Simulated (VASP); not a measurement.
Input of a VASP 6.6.1 run:

INCAR

```
SYSTEM = Zn
ALGO     = Normal         ! electronic algorithm
EDIFF    = 1E-6           ! SCF threshold, eV
ENCUT    = 520            ! plane-wave cutoff, eV
GGA      = PS             ! functional
ISIF     = 2              ! what is computed and relaxed
ISMEAR   = -1             ! smearing method
LASPH    = .True.         ! aspherical terms in the spheres
LCHARG   = .False.        ! write CHGCAR
LREAL    = .False.        ! projectors in reciprocal space
LWAVE    = .False.        ! write WAVECAR
NBANDS   = 19             ! bands
NELM     = 100            ! most SCF steps
PREC     = Accurate       ! precision mode
SIGMA    = 0.03           ! smearing width, eV
```

KPOINTS

```
k-points
0
Gamma
  18 18 8
  0 0 0
```

POSCAR

```
Zn
1.0
    2.6381500727      0.0000000000      0.0000000000
   -1.3190750363      2.2847049819      0.0000000000
    0.0000000000      0.0000000000      4.9467000000
Zn
2
Direct
    0.3333333333      0.6666666667      0.2500000000
    0.6666666667      0.3333333333      0.7500000000
```

Potentials or basis: VASP PAW PBE potentials, release 64 (Zn).

Run with:

```console
$ cat potpaw_PBE.64/Zn/POTCAR > POTCAR
$ mpirun -np 1 vasp_std > vasp.out
```

Task: Predict the pressure.

Result: -3.5 GPa.

Task: Predict the band gap on the k mesh.

Result: Zero (band 12 reaches 4.75 eV, above the bottom of band 13 at -0.06 eV).

Stress tensor (GPa, compression positive):
```
-3.99  0.00  0.00
 0.00 -3.99  0.00
 0.00  0.00 -2.47
```

Caveat: the cell differs from its parent crystal (equal xx and yy strain of -1 %); the PAW data sets were made with another functional, which shifts forces and pressure a little.
